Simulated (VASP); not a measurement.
# Ru in VASP: single point with LDA

Aim: the single point of Ru with LDA.

Program: VASP 6.6.1. These are calculated values, not measurements. Logs are shortened: lines on timing, memory, paths and dates and some standing lists are left out, and cuts for length are marked.

## Step 1: The cell of the first run

The cell holds a slab with vacuum, 12 atoms: a = 2.674 Å, b = 4.226 Å, c = 27.350 Å, α = 90.00°, β = 90.00°, γ = 90.00°.

## Step 2: Single point, LDA

The input, INCAR:

```
ALGO     = Fast           # electronic algorithm
DIPOL    = 0.5 0.5 0.500
EDIFF    = 1E-6           # SCF threshold, eV
ENCUT    = 520            # plane-wave cutoff, eV
GGA      = CA             # functional
IDIPOL   = 3            
ISIF     = 2              # what is computed and relaxed
ISMEAR   = 0              # smearing method
LASPH    = T              # aspherical terms in the spheres
LCHARG   = F              # write CHGCAR
LDIPOL   = T            
LREAL    = F              # projectors in reciprocal space
LWAVE    = F              # write WAVECAR
NBANDS   = 96             # bands
NELM     = 60             # most SCF steps
PREC     = Accurate       # precision mode
SIGMA    = 0.1            # smearing width, eV
```

The input, KPOINTS:

```
k-points
0
Gamma
  13 8 1
```

The input, POSCAR:

```
Ru
1.0
    2.6738855892      0.0000000000      0.0000000000
    0.0000000000      4.2264228674      0.0000000000
    0.0000000000      0.0000000000     27.3501485174
Ru
12
Direct
    0.0000000000      0.7500000000      0.2779557400
    0.5000000000      0.2500000000      0.3025750035
    0.5000000000      0.7500000000      0.3586592765
    0.0000000000      0.2500000000      0.3865843941
    0.0000000000      0.7500000000      0.4438502334
    0.5000000000      0.2500000000      0.4715905770
    0.5000000000      0.7500000000      0.5284094219
    0.0000000000      0.2500000000      0.5561497661
    0.0000000000      0.7500000000      0.6134156058
    0.5000000000      0.2500000000      0.6413407238
    0.5000000000      0.7500000000      0.6974249970
    0.0000000000      0.2500000000      0.7220442607
```

Potentials or basis: VASP PAW LDA potentials, release 64 (Ru_pv).

Command:

```sh
$ cat potpaw_LDA.64/Ru_pv/POTCAR > POTCAR
$ mpirun -np 1 vasp_std > vasp.out
```

OUTCAR:

```text
EDIFF = 1E-6
   ENCUT = 520
   GGA = CA
   ISIF = 2
   ISMEAR = 0
   LASPH = T
   LREAL = F
   NELM = 60
   PREC = Accurate

 ion  position               nearest neighbor table
   1  0.000  0.750  0.278-   3 2.58   3 2.58   2 2.59   2 2.59   2 2.59   2 2.59
   2  0.500  0.250  0.303-   1 2.59   1 2.59   1 2.59   1 2.59   3 2.61   3 2.61   4 2.66   4 2.66

   3  0.500  0.750  0.359-   1 2.58   1 2.58   2 2.61   2 2.61   4 2.61   4 2.61   4 2.61   4 2.61
                             5 2.69   5 2.69
   4  0.000  0.250  0.387-   3 2.61   3 2.61   3 2.61   3 2.61   5 2.63   5 2.63   2 2.66   2 2.66
                             6 2.68   6 2.68
   5  0.000  0.750  0.444-   6 2.61   6 2.61   6 2.61   6 2.61   4 2.63   4 2.63   7 2.67   7 2.67
                             3 2.69   3 2.69
   6  0.500  0.250  0.472-   5 2.61   5 2.61   5 2.61   5 2.61   7 2.62   7 2.62   8 2.67   8 2.67
                             4 2.68   4 2.68
   7  0.500  0.750  0.528-   8 2.61   8 2.61   8 2.61   8 2.61   6 2.62   6 2.62   5 2.67   5 2.67
                             9 2.68   9 2.68
   8  0.000  0.250  0.556-   7 2.61   7 2.61   7 2.61   7 2.61   9 2.63   9 2.63   6 2.67   6 2.67
                            10 2.69  10 2.69
   9  0.000  0.750  0.613-  10 2.61  10 2.61  10 2.61  10 2.61   8 2.63   8 2.63  11 2.66  11 2.66
                             7 2.68   7 2.68
  10  0.500  0.250  0.641-  12 2.58  12 2.58  11 2.61  11 2.61   9 2.61   9 2.61   9 2.61   9 2.61
                             8 2.69   8 2.69
  11  0.500  0.750  0.697-  12 2.59  12 2.59  12 2.59  12 2.59  10 2.61  10 2.61   9 2.66   9 2.66

  12  0.000  0.250  0.722-  10 2.58  10 2.58  11 2.59  11 2.59  11 2.59  11 2.59

  LATTYP: Found a simple orthorhombic cell.
 ALAT       =     2.6738855892
 B/A-ratio  =     1.5806296591
 C/A-ratio  =    10.2286158495

  Lattice vectors:

 A1 = (   2.6738855892,   0.0000000000,   0.0000000000)
 A2 = (   0.0000000000,   4.2264228674,   0.0000000000)
 A3 = (   0.0000000000,   0.0000000000,  27.3501485174)

Analysis of symmetry for initial positions (statically):
=====================================================================
 Subroutine PRICEL returns:
 Original cell was already a primitive cell.

 Routine SETGRP: Setting up the symmetry group for a
 simple orthorhombic supercell.

 Subroutine GETGRP returns: Found  8 space group operations
 (whereof  4 operations were pure point group operations)
 out of a pool of  8 trial point group operations.

The static configuration has the point symmetry C_2h.
 The point group associated with its full space group is D_2h.

Analysis of symmetry for dynamics (positions and initial velocities):
=====================================================================
 Subroutine PRICEL returns:
 Original cell was already a primitive cell.

 Routine SETGRP: Setting up the symmetry group for a
 simple orthorhombic supercell.

 Subroutine GETGRP returns: Found  8 space group operations
 (whereof  4 operations were pure point group operations)
 out of a pool of  8 trial point group operations.

The dynamic configuration has the point symmetry C_2h.
 The point group associated with its full space group is D_2h.

 Subroutine INISYM returns: Found  8 space group operations
 (whereof  4 operations are pure point group operations),
 and found     1 'primitive' translations

----------------------------------------------------------------------------------------

                                     Primitive cell

  volume of cell :     309.0832

  direct lattice vectors                    reciprocal lattice vectors
     2.673885589  0.000000000  0.000000000     0.373987580  0.000000000  0.000000000
     0.000000000  4.226422867  0.000000000     0.000000000  0.236606708  0.000000000
     0.000000000  0.000000000 27.350148517     0.000000000  0.000000000  0.036562873

  length of vectors
     2.673885589  4.226422867 27.350148517     0.373987580  0.236606708  0.036562873

  position of ions in fractional coordinates (direct lattice)
     0.000000000  0.750000000  0.277955740
     0.500000000  0.250000000  0.302575004
     0.500000000  0.750000000  0.358659276
     0.000000000  0.250000000  0.386584394
     0.000000000  0.750000000  0.443850233
     0.500000000  0.250000000  0.471590577
[... 39 lines left out ...]

  Shift w.r.t. Gamma in fractional coordinates (k-lattice)
     0.000000000  0.000000000  0.000000000

 Subroutine IBZKPT returns following result:
 ===========================================

 Found     35 irreducible k-points:

 Following reciprocal coordinates:
            Coordinates               Weight
  0.000000  0.000000  0.000000      1.000000
  0.076923  0.000000  0.000000      2.000000
  0.153846  0.000000  0.000000      2.000000
  0.230769  0.000000  0.000000      2.000000
  0.307692  0.000000  0.000000      2.000000
  0.384615  0.000000  0.000000      2.000000
[... 16 lines left out ...]
  0.076923  0.375000  0.000000      4.000000
  0.153846  0.375000  0.000000      4.000000
 [... further k-points ...]
   k-points           NKPTS =     35   k-points in BZ     NKDIM =     35   number of bands    NBANDS=     96
   number of dos      NEDOS =    301   number of ions     NIONS =     12
   total plane-waves  NPLWV = 134400
   dimension x,y,z NGX =    20 NGY =   32 NGZ =  210
   dimension x,y,z NGXF=    40 NGYF=   64 NGZF=  420
   ions per type =              12
   NGX,Y,Z   is equivalent  to a cutoff of  12.43, 12.59, 12.76 a.u.
   NGXF,Y,Z  is equivalent  to a cutoff of  24.87, 25.17, 25.53 a.u.
 SYSTEM =  unknown system
   PREC   = accura    normal or accurate (medium, high low for compatibility)
   ISTART =      0    job   : 0-new  1-cont  2-samecut
   ICHARG =      2    charge: 1-file 2-atom 10-const
   ISPIN  =      1    spin polarized calculation?
   LNONCOLLINEAR =      F non collinear calculations
   LSORBIT =      F    spin-orbit coupling
   LASPH  =      T    aspherical Exc in radial PAW
   ENCUT  =  520.0 eV  38.22 Ry    6.18 a.u.   4.97  7.86 50.85*2*pi/ulx,y,z
   NELM   =     60;   NELMIN=  2; NELMDL= -5     # of ELM steps
   EDIFF  = 0.1E-05   stopping-criterion for ELM
   LREAL  =      F    real-space projection
   EDIFFG = 0.1E-04   stopping-criterion for IOM
   NSW    =      0    number of steps for IOM
   IBRION =     -1    ionic relax: 0-MD 1-quasi-New 2-CG
   NFREE  =      0    steps in history (QN), initial steepest desc. (CG)
   ISIF   =      2    stress and relaxation
   ISYM   =      2    0-nonsym 1-usesym 2-fastsym
   POTIM  = 0.5000    time-step for ionic-motion
   TEBEG  =    0.0;   TEEND  =   0.0 temperature during run
   PSTRESS=    0.0 pullay stress
   NELECT =     168.0000    total number of electrons
   NUPDOWN=      -1.0000    fix difference up-down
   EMIN   =  10.00;   EMAX   =-10.00  energy-range for DOS
   EFERMI =   0.00;   METHOD = LEGACY
   ISMEAR =     0;   SIGMA  =   0.10  broadening in eV -4-tet -1-fermi 0-gaus
   EFERMI_NEDOS =   21; number of points for ismear=-14 and -15
   IALGO  =     68    algorithm
   IMIX   =      4    mixing-type and parameters
     AMIX     =   0.40;   BMIX     =  1.00
     AMIX_MAG =   1.60;   BMIX_MAG =  1.00
  volume/ion in A,a.u.               =      25.76       173.82
  Fermi-wavevector in a.u.,A,eV,Ry     =   1.336040  2.524749 24.286436  1.785003
  Thomas-Fermi vector in A             =   2.464697
   LORBIT       =      0    0 simple, 1 ext, 2 COOP (PROOUT), +10 PAW based schemes
   GGA     = CA    functional components
   LHFCALC =     F    Hartree Fock is set to
   AEXX    =    0.0000 exact exchange contribution
   IVDW    =     0    specifies the selected vdW correction
   LEPSILON=     F    determine dielectric tensor
   LRPA    =     F    only Hartree local field effects (RPA)
 non-spin polarized calculation
 RMM-DIIS sequential band-by-band and
 Gauss-broadening in eV      SIGMA  =   0.10
  energy-cutoff  :      520.00
  volume of cell :      309.08
 maximum number of plane-waves:      8375
 NGX is ok and might be reduce to    20
   NGX =  9   NGY = 15   NGZ =101

 dipolmoment           0.000000      0.000000     -0.000000 electrons x Angstroem

 number of electron     167.9999989 magnetization

 dipolmoment           0.000000      0.000000      0.000001 electrons x Angstroem

 Free energy of the ion-electron system (eV)
  ---------------------------------------------------
  ext. energy  EPLUGINS =         0.00000000
  ---------------------------------------------------
  free energy    TOTEN  =      -123.30479026 eV

  energy without entropy =     -123.23020650  energy(sigma->0) =     -123.26749838

 E-fermi :   4.3370     XC(G=0):  -8.1996

 val. band max:        4.3367445014   @ k =   0.3077   0.0000   0.0000
 cond. band min:       4.3442764177   @ k =   0.4615   0.2500   0.0000
 fundamental gap:      0.0075319163
 Fermi energy:         4.3369854112

 k-point     1 :       0.0000    0.0000    0.0000
  band No.  band energies     occupation
      1     -39.3325      2.00000
      2     -39.2833      2.00000
      3     -39.1430      2.00000
      4     -39.0874      2.00000
      5     -39.0050      2.00000
      6     -38.9612      2.00000
[... 2365 lines left out ...]
     95       5.4222      0.00000
     96       5.4482      0.00000

 [... further k-points ...]

------------------------ aborting loop because EDIFF is reached ----------------------------------------

 vacuum level on the upper side and lower side of the slab       (xc-potential included)        -0.172        -0.172

  FORCE on cell =-STRESS in cart. coord.  units (eV):
  Direction    XX          YY          ZZ          XY          YZ          ZX
  --------------------------------------------------------------------------------------
  -------------------------------------------------------------------------------------
  Total       -3.8587147     -3.8090612      0.9449369      0.0000000      0.0000000      0.0000000
  in kB      -20.0022011    -19.7448155      4.8982158      0.0000000      0.0000000      0.0000000
  external PRESSURE =     -11.6162669 kB  Pullay stress =       0.0000000 kB

 VOLUME and BASIS-vectors are now :
 -----------------------------------------------------------------------------
  energy-cutoff  :      520.00
  volume of cell :      309.08
      direct lattice vectors                 reciprocal lattice vectors
     2.673885589  0.000000000  0.000000000     0.373987580  0.000000000  0.000000000
     0.000000000  4.226422867  0.000000000     0.000000000  0.236606708  0.000000000
     0.000000000  0.000000000 27.350148517     0.000000000  0.000000000  0.036562873

 POSITION                                       TOTAL-FORCE (eV/Angst)
 -----------------------------------------------------------------------------------
      0.00000      3.16982      7.60213         0.000000      0.000000     -0.068046
      1.33694      1.05661      8.27547        -0.000000      0.000000     -0.032498
      1.33694      3.16982      9.80938        -0.000000      0.000000      0.010136
      0.00000      1.05661     10.57314        -0.000000     -0.000000     -0.001282
      0.00000      3.16982     12.13937        -0.000000      0.000000     -0.002677
      1.33694      1.05661     12.89807         0.000000     -0.000000      0.001497
      1.33694      3.16982     14.45208        -0.000000      0.000000     -0.001497
      0.00000      1.05661     15.21078        -0.000000      0.000000      0.002677
      0.00000      3.16982     16.77701        -0.000000      0.000000      0.001282
      1.33694      1.05661     17.54076         0.000000     -0.000000     -0.010136
      1.33694      3.16982     19.07468        -0.000000      0.000000      0.032498
      0.00000      1.05661     19.74802        -0.000000      0.000000      0.068046
 -----------------------------------------------------------------------------------
    total drift:                               -0.000000      0.000000      0.000165

  FREE ENERGIE OF THE ION-ELECTRON SYSTEM (eV)
  ---------------------------------------------------
  free  energy   TOTEN  =      -123.3047902582 eV

  energy  without entropy=     -123.2302065041  energy(sigma->0) =     -123.26749838

 vacuum level on the upper side and lower side of the slab         9.353         9.353
```

Wall time 77 min (1 thread of Oxide Virtual Turin-like, shared host); peak memory 0.67 GiB.

What came out:

* Free energy: -123.3048 eV
* Largest force: 0.068 eV/Å
* Band gap on the k mesh: zero (bands 84 and 85 overlap by 2.00 eV)

Forces on the atoms (eV/Å):
```
Ru   0.000  0.000 -0.068
Ru   0.000  0.000 -0.032
Ru   0.000  0.000  0.010
Ru   0.000  0.000 -0.001
Ru   0.000  0.000 -0.003
Ru   0.000  0.000  0.001
Ru   0.000  0.000 -0.001
Ru   0.000  0.000  0.003
Ru   0.000  0.000  0.001
Ru   0.000  0.000 -0.010
Ru   0.000  0.000  0.032
Ru   0.000  0.000  0.068
```
